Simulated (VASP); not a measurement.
# Si3N4 (P-43m) in VASP: settings compared

Aim: see how the results for Si3N4 move with the level of theory and the settings. Levels: PBEsol+D3(BJ), PBE. Tasks: relaxation of cell and atoms, single point.

All numbers are computed with VASP 6.6.1; they aren't measurements. Logs are shortened: lines on timing, memory, paths and dates and some standing lists are left out, and cuts for length are marked.

### 1 The cell of the first run

The structure is cubic, space group P-43m (No. 215). Conventional cell: a = 4.131 Å, b = 4.131 Å, c = 4.131 Å, α = 90.00°, β = 90.00°, γ = 90.00°. Si (site symmetry -42m) has 4 N at 1.77 Å within 2.3 Å. N (site symmetry 3m) has 3 Si at 1.77 Å within 2.3 Å.

### 2 Relaxation of cell and atoms, PBEsol+D3(BJ)

Contents of INCAR:

```
ALGO = Normal
EDIFF = 1E-7
EDIFFG = -0.01
ENCUT = 600
GGA = PS
IBRION = 2
ISIF = 3
ISMEAR = -1
IVDW = 12
LASPH = True
LCHARG = False
LREAL = False
LWAVE = False
NELM = 60
NSW = 60
PREC = Accurate
SIGMA = 0.05
```

Contents of KPOINTS:

```
k-points
0
Gamma
  7 7 7
```

Contents of POSCAR:

```
Si3N4
1.0
    4.1307800000      0.0000000000      0.0000000000
    0.0000000000      4.1307800000      0.0000000000
    0.0000000000      0.0000000000      4.1307800000
Si N
3 4
Direct
    0.0000000000      0.0000000000      0.5000000000
    0.5000000000      0.0000000000      0.0000000000
    0.0000000000      0.5000000000      0.0000000000
    0.2395200000      0.2395200000      0.7604800000
    0.7604800000      0.7604800000      0.7604800000
    0.2395200000      0.7604800000      0.2395200000
    0.7604800000      0.2395200000      0.2395200000
```

Potentials or basis: VASP PAW PBE potentials, release 64 (Si, N).

On the command line:

```
> cat potpaw_PBE.64/Si/POTCAR potpaw_PBE.64/N/POTCAR > POTCAR
> mpirun -np 1 vasp_std > vasp.out
```

OUTCAR:

```text
EDIFF = 1E-7
   EDIFFG = -0.01
   ENCUT = 600
   GGA = PS
   IBRION = 2
   ISIF = 3
   ISMEAR = -1
   IVDW = 12
   LASPH = True
   LREAL = False
   NELM = 60
   NSW = 60
   PREC = Accurate
 IVDW          = 12

 ion  position               nearest neighbor table
   1  0.000  0.000  0.500-   4 1.77   5 1.77   6 1.77   7 1.77   2 2.92   3 2.92   2 2.92   3 2.92
                             3 2.92   3 2.92   2 2.92   2 2.92
   2  0.500  0.000  0.000-   4 1.77   5 1.77   6 1.77   7 1.77   1 2.92   3 2.92   1 2.92   3 2.92
                             1 2.92   3 2.92   1 2.92   3 2.92
   3  0.000  0.500  0.000-   4 1.77   5 1.77   6 1.77   7 1.77   1 2.92   2 2.92   1 2.92   1 2.92
                             2 2.92   1 2.92   2 2.92   2 2.92
   4  0.240  0.240  0.760-   1 1.77   2 1.77   3 1.77
   5  0.760  0.760  0.760-   1 1.77   2 1.77   3 1.77
   6  0.240  0.760  0.240-   1 1.77   2 1.77   3 1.77
   7  0.760  0.240  0.240-   1 1.77   2 1.77   3 1.77

  LATTYP: Found a simple cubic cell.
 ALAT       =     4.1307800000

  Lattice vectors:

 A1 = (   4.1307800000,   0.0000000000,   0.0000000000)
 A2 = (   0.0000000000,   4.1307800000,   0.0000000000)
 A3 = (   0.0000000000,   0.0000000000,   4.1307800000)

Analysis of symmetry for initial positions (statically):
=====================================================================
 Subroutine PRICEL returns:
 Original cell was already a primitive cell.

 Routine SETGRP: Setting up the symmetry group for a
 simple cubic supercell.

 Subroutine GETGRP returns: Found 24 space group operations
 (whereof 24 operations were pure point group operations)
 out of a pool of 48 trial point group operations.

The static configuration has the point symmetry T_d .

Analysis of symmetry for dynamics (positions and initial velocities):
=====================================================================
 Subroutine PRICEL returns:
 Original cell was already a primitive cell.

 Routine SETGRP: Setting up the symmetry group for a
 simple cubic supercell.

 Subroutine GETGRP returns: Found 24 space group operations
 (whereof 24 operations were pure point group operations)
 out of a pool of 48 trial point group operations.

The dynamic configuration has the point symmetry T_d .

 Subroutine INISYM returns: Found 24 space group operations
 (whereof 24 operations are pure point group operations),
 and found     1 'primitive' translations

----------------------------------------------------------------------------------------

                                     Primitive cell

  volume of cell :      70.4849

  direct lattice vectors                    reciprocal lattice vectors
     4.130780000  0.000000000  0.000000000     0.242085030  0.000000000  0.000000000
     0.000000000  4.130780000  0.000000000     0.000000000  0.242085030  0.000000000
     0.000000000  0.000000000  4.130780000     0.000000000  0.000000000  0.242085030

  length of vectors
     4.130780000  4.130780000  4.130780000     0.242085030  0.242085030  0.242085030

  position of ions in fractional coordinates (direct lattice)
     0.000000000  0.000000000  0.500000000
     0.500000000  0.000000000  0.000000000
     0.000000000  0.500000000  0.000000000
     0.239520000  0.239520000  0.760480000
     0.760480000  0.760480000  0.760480000
     0.239520000  0.760480000  0.239520000
     0.760480000  0.239520000  0.239520000

  ion indices of the primitive-cell ions
   primitive index   ion index
                 1           1
                 2           2
                 3           3
                 4           4
                 5           5
                 6           6
                 7           7

----------------------------------------------------------------------------------------

 KPOINTS: k-points

Automatic generation of k-mesh.
 Grid dimensions read from file:
 generate k-points for:    7    7    7

 Generating k-lattice:

  Cartesian coordinates                     Fractional coordinates (reciprocal lattice)
     0.034583576  0.000000000  0.000000000     0.142857143  0.000000000  0.000000000
     0.000000000  0.034583576  0.000000000     0.000000000  0.142857143  0.000000000
     0.000000000  0.000000000  0.034583576     0.000000000  0.000000000  0.142857143

  Length of vectors
     0.034583576  0.034583576  0.034583576

  Shift w.r.t. Gamma in fractional coordinates (k-lattice)
     0.000000000  0.000000000  0.000000000

 Subroutine IBZKPT returns following result:
 ===========================================

 Found     20 irreducible k-points:

 Following reciprocal coordinates:
            Coordinates               Weight
  0.000000  0.000000  0.000000      1.000000
  0.142857  0.000000  0.000000      6.000000
  0.285714  0.000000  0.000000      6.000000
  0.428571  0.000000  0.000000      6.000000
  0.142857  0.142857  0.000000     12.000000
  0.285714  0.142857  0.000000     24.000000
[... 12 lines left out ...]
  0.428571  0.428571  0.285714     24.000000
  0.428571  0.428571  0.428571      8.000000
   k-points           NKPTS =     20   k-points in BZ     NKDIM =     20   number of bands    NBANDS=     20
   number of dos      NEDOS =    301   number of ions     NIONS =      7
   total plane-waves  NPLWV =  46656
   dimension x,y,z NGX =    36 NGY =   36 NGZ =   36
   dimension x,y,z NGXF=    72 NGYF=   72 NGZF=   72
   ions per type =               3   4
   NGX,Y,Z   is equivalent  to a cutoff of  14.49, 14.49, 14.49 a.u.
   NGXF,Y,Z  is equivalent  to a cutoff of  28.98, 28.98, 28.98 a.u.
 SYSTEM =  unknown system
   PREC   = accura    normal or accurate (medium, high low for compatibility)
   ISTART =      0    job   : 0-new  1-cont  2-samecut
   ICHARG =      2    charge: 1-file 2-atom 10-const
   ISPIN  =      1    spin polarized calculation?
   LNONCOLLINEAR =      F non collinear calculations
   LSORBIT =      F    spin-orbit coupling
   LASPH  =      T    aspherical Exc in radial PAW
   ENCUT  =  600.0 eV  44.10 Ry    6.64 a.u.   8.25  8.25  8.25*2*pi/ulx,y,z
   NELM   =     60;   NELMIN=  2; NELMDL= -5     # of ELM steps
   EDIFF  = 0.1E-06   stopping-criterion for ELM
   LREAL  =      F    real-space projection
   EDIFFG = -.1E-01   stopping-criterion for IOM
   NSW    =     60    number of steps for IOM
   IBRION =      2    ionic relax: 0-MD 1-quasi-New 2-CG
   NFREE  =      1    steps in history (QN), initial steepest desc. (CG)
   ISIF   =      3    stress and relaxation
   ISYM   =      2    0-nonsym 1-usesym 2-fastsym
   POTIM  = 0.5000    time-step for ionic-motion
   TEBEG  =    0.0;   TEEND  =   0.0 temperature during run
   PSTRESS=    0.0 pullay stress
   NELECT =      32.0000    total number of electrons
   NUPDOWN=      -1.0000    fix difference up-down
   EMIN   =  10.00;   EMAX   =-10.00  energy-range for DOS
   EFERMI =   0.00;   METHOD = LEGACY
   ISMEAR =    -1;   SIGMA  =   0.05  broadening in eV -4-tet -1-fermi 0-gaus
   EFERMI_NEDOS =   21; number of points for ismear=-14 and -15
   IALGO  =     38    algorithm
   IMIX   =      4    mixing-type and parameters
     AMIX     =   0.40;   BMIX     =  1.00
     AMIX_MAG =   1.60;   BMIX_MAG =  1.00
  volume/ion in A,a.u.               =      10.07        67.95
  Fermi-wavevector in a.u.,A,eV,Ry     =   1.258228  2.377707 21.539904  1.583138
  Thomas-Fermi vector in A             =   2.391848
   LORBIT       =      0    0 simple, 1 ext, 2 COOP (PROOUT), +10 PAW based schemes
   GGA     = PS    functional components
   LHFCALC =     F    Hartree Fock is set to
   AEXX    =    0.0000 exact exchange contribution
   IVDW    =    12    specifies the selected vdW correction
   LEPSILON=     F    determine dielectric tensor
   LRPA    =     F    only Hartree local field effects (RPA)
 conjugate gradient relaxation of ions
 non-spin polarized calculation
  energy-cutoff  :      600.00
  volume of cell :       70.48
 maximum number of plane-waves:      2373
 NGX is ok and might be reduce to    36
   NGX = 17   NGY = 17   NGZ = 17

--------------------------------------- Ionic step        1  -------------------------------------------

 number of electron      31.9999999 magnetization

 Free energy of the ion-electron system (eV)
  ---------------------------------------------------
  ext. energy  EPLUGINS =         0.00000000
  ---------------------------------------------------
  free energy    TOTEN  =       -58.52869545 eV

  energy without entropy =      -58.52869545  energy(sigma->0) =      -58.52869545

------------------------ aborting loop because EDIFF is reached ----------------------------------------

 Edisp (eV)   -1.44828

 E8    (eV) :    -0.8302

  FORCE on cell =-STRESS in cart. coord.  units (eV):
  Direction    XX          YY          ZZ          XY          YZ          ZX
  --------------------------------------------------------------------------------------
  -------------------------------------------------------------------------------------
  Total      -3.22807    -3.22807    -3.22807     0.00000    -0.00000     0.00000
  in kB     -73.37651   -73.37651   -73.37651     0.00000    -0.00000     0.00000
  external pressure =      -73.38 kB  Pullay stress =        0.00 kB

 VOLUME and BASIS-vectors are now :
 -----------------------------------------------------------------------------
  energy-cutoff  :      600.00
  volume of cell :       70.48
      direct lattice vectors                 reciprocal lattice vectors
     4.130780000  0.000000000  0.000000000     0.242085030  0.000000000  0.000000000
     0.000000000  4.130780000  0.000000000     0.000000000  0.242085030  0.000000000
     0.000000000  0.000000000  4.130780000     0.000000000  0.000000000  0.242085030
[... 136 lines left out ...]
 POSITION                                       TOTAL-FORCE (eV/Angst)
 -----------------------------------------------------------------------------------
      4.08547      4.08547      2.04274         0.000000     -0.000000      0.000000
      2.04274      4.08547      4.08547         0.000000     -0.000000      0.000000
      4.08547      2.04274      4.08547         0.000000     -0.000000      0.000000
      0.98391      0.98391      3.10156         0.037511      0.037511     -0.037511
      3.10156      3.10156      3.10156        -0.037511     -0.037511     -0.037511
      0.98391      3.10156      0.98391         0.037511     -0.037511      0.037511
      3.10156      0.98391      0.98391        -0.037511      0.037511      0.037511
 -----------------------------------------------------------------------------------
    total drift:                                0.000000      0.000000     -0.000000

  FREE ENERGIE OF THE ION-ELECTRON SYSTEM (eV)
  ---------------------------------------------------
  free  energy   TOTEN  =       -60.0319145255 eV

  energy  without entropy=      -60.0319145254  energy(sigma->0) =      -60.03191453

--------------------------------------- Ionic step        5  -------------------------------------------

 number of electron      31.9999999 magnetization

 Free energy of the ion-electron system (eV)
  ---------------------------------------------------
  ext. energy  EPLUGINS =         0.00000000
  ---------------------------------------------------
  free energy    TOTEN  =       -58.53213248 eV

  energy without entropy =      -58.53213248  energy(sigma->0) =      -58.53213248

 E-fermi :   8.1759     XC(G=0): -11.5210

 val. band max:        7.0917686146   @ k =   0.4286   0.4286   0.4286
 cond. band min:       9.6944440571   @ k =   0.0000   0.0000   0.0000
 fundamental gap:      2.6026754425
 Fermi energy:         8.1758823736

 k-point     1 :       0.0000    0.0000    0.0000
  band No.  band energies     occupation
      1     -11.0945      2.00000
      2      -7.0255      2.00000
      3      -7.0255      2.00000
      4      -7.0255      2.00000
      5      -1.6147      2.00000
      6      -1.6147      2.00000
[... 12 lines left out ...]
     19       9.6944      0.00000
     20      11.6377      0.00000
[... 461 lines left out ...]
 POSITION                                       TOTAL-FORCE (eV/Angst)
 -----------------------------------------------------------------------------------
      0.00000     -0.00000      2.04177         0.000000      0.000000      0.000000
      2.04177     -0.00000      0.00000         0.000000      0.000000      0.000000
     -0.00000      2.04177      0.00000         0.000000      0.000000      0.000000
      0.98571      0.98571      3.09782        -0.001537     -0.001537      0.001537
      3.09782      3.09782      3.09782         0.001537      0.001537      0.001537
      0.98571      3.09782      0.98571        -0.001537      0.001537     -0.001537
      3.09782      0.98571      0.98571         0.001537     -0.001537     -0.001537
 -----------------------------------------------------------------------------------
    total drift:                                0.000000      0.000000     -0.000000

  FREE ENERGIE OF THE ION-ELECTRON SYSTEM (eV)
  ---------------------------------------------------
  free  energy   TOTEN  =       -60.0324522553 eV

  energy  without entropy=      -60.0324522553  energy(sigma->0) =      -60.03245226

 reached required accuracy - stopping structural energy minimisation
```

It took 2.7 min on 1 thread of Intel Xeon 8259CL, shared host; peak memory 0.23 GiB.

Results:

```yaml
Free_energy: -60.0325 eV
Relaxed_volume: 9.73 Å³/atom
Relaxed_cell: a = 4.084 Å, b = 4.084 Å, c = 4.084 Å, α = 90.00°, β = 90.00°, γ = 90.00°
Space_group_after_relaxing_to_0.1_Å: P-43m (No. 215)
Energy_gained_by_relaxing: 7.9 meV/atom
Ionic_steps: 5
Pressure_after_relaxing: -0.1 GPa
Band_gap_on_the_k_mesh: 2.60 eV (least direct gap 2.79 eV)
Dispersion_energy_per_atom: -0.214 eV
```

Forces on the atoms (eV/Å):
```
Si   0.000  0.000  0.000
Si   0.000  0.000  0.000
Si   0.000  0.000  0.000
N   -0.002 -0.002  0.002
N    0.002  0.002  0.002
N   -0.002  0.002 -0.002
N    0.002 -0.002 -0.002
```

The path:
| step | energy change (eV) | largest force (eV/Å) | pressure (GPa) | volume (Å³) |
| --- | --- | --- | --- | --- |
| 1 | 0.0000 | 0.0465 | -7.34 | 70.48 |
| 2 | 0.0345 | 0.6559 | 10.61 | 65.88 |
| 3 | -0.0485 | 0.2409 | -0.14 | 68.44 |
| 4 | -0.0549 | 0.0650 | -0.09 | 68.19 |
| 5 | -0.0555 | 0.0027 | -0.07 | 68.09 |

Final structure:
```yaml
crystal:
  lattice:
    - [4.08353, 0.00000, 0.00000]
    - [0.00000, 4.08353, 0.00000]
    - [0.00000, 0.00000, 4.08353]
  atoms:
    - { symbol: Si, position: [0.00000, 0.00000, 0.50000] }
    - { symbol: Si, position: [0.50000, 0.00000, 0.00000] }
    - { symbol: Si, position: [0.00000, 0.50000, 0.00000] }
    - { symbol: N, position: [0.24139, 0.24139, 0.75861] }
    - { symbol: N, position: [0.75861, 0.75861, 0.75861] }
    - { symbol: N, position: [0.24139, 0.75861, 0.24139] }
    - { symbol: N, position: [0.75861, 0.24139, 0.24139] }
```

Levels at points of the mesh, in eV from the valence-band top:
```tsv
k point	band 14	band 15	band 16	band 17	band 18	band 19
(0.00, 0.00, 0.00)	-0.19	-0.19	-0.19	2.60	2.60	2.60
```

Caveat: the PAW data sets were made with another functional, which shifts forces and pressure a little; an odd mesh through Γ misses points on the zone boundary, where band edges can lie.

### 3 Single point, PBE

This run uses another cell than the first one, of 9.47 Å³/atom.

Contents of INCAR:

```
PREC     = Accurate       # precision mode
ENCUT    = 520            # plane-wave cutoff, eV
EDIFF    = 1E-6           # SCF threshold, eV
ISMEAR   = -1             # smearing method
SIGMA    = 0.05           # smearing width, eV
LREAL    = False          # projectors in reciprocal space
LASPH    = True           # aspherical terms in the spheres
NELM     = 60             # most SCF steps
ALGO     = Normal         # electronic algorithm
ISIF     = 2              # what is computed and relaxed
LWAVE    = False          # write WAVECAR
LCHARG   = False          # write CHGCAR
GGA      = PE             # functional
NBANDS   = 25             # bands
```

Contents of KPOINTS:

```
regular mesh
0
Gamma
  7 7 7
```

Edit POSCAR of step 2 so:

```diff
@@ -2,5 +2,5 @@
 1.0
-    4.1307800000      0.0000000000      0.0000000000
-    0.0000000000      4.1307800000      0.0000000000
-    0.0000000000      0.0000000000      4.1307800000
+    4.0464547062      0.0000000000      0.0000000000
+    0.0000000000      4.0464547062      0.0000000000
+    0.0000000000      0.0000000000      4.0464547062
 Si N
```

Potentials or basis: VASP PAW PBE potentials, release 64 (Si, N).

On the command line:

```
> cat potpaw_PBE.64/Si/POTCAR potpaw_PBE.64/N/POTCAR > POTCAR
> mpirun -np 1 vasp_std > vasp.out
```

Wall time 16 s (1 thread of AMD EPYC 9R45 (Zen 5), shared host); peak memory 0.14 GiB.

It converged, with:

- Free energy: -55.3444 eV
- Pressure: 16.6 GPa
- Largest force: 0.570 eV/Å
- Band gap on the k mesh: 2.81 eV (least direct gap 3.00 eV)

Forces on the atoms (eV/Å):
```
Si   0.000  0.000  0.000
Si   0.000  0.000  0.000
Si   0.000  0.000  0.000
N    0.329  0.329 -0.329
N   -0.329 -0.329 -0.329
N    0.329 -0.329  0.329
N   -0.329  0.329  0.329
```

Levels at points of the mesh, in eV from the valence-band top:
```
           k point  band 14  band 15  band 16  band 17  band 18  band 19
(0.00, 0.00, 0.00)    -0.19    -0.19    -0.19     2.81     2.81     2.81
```

Caveat: the cell stands under pressure; an odd mesh through Γ misses points on the zone boundary, where band edges can lie.

(Part 1 of 3 ends here.)
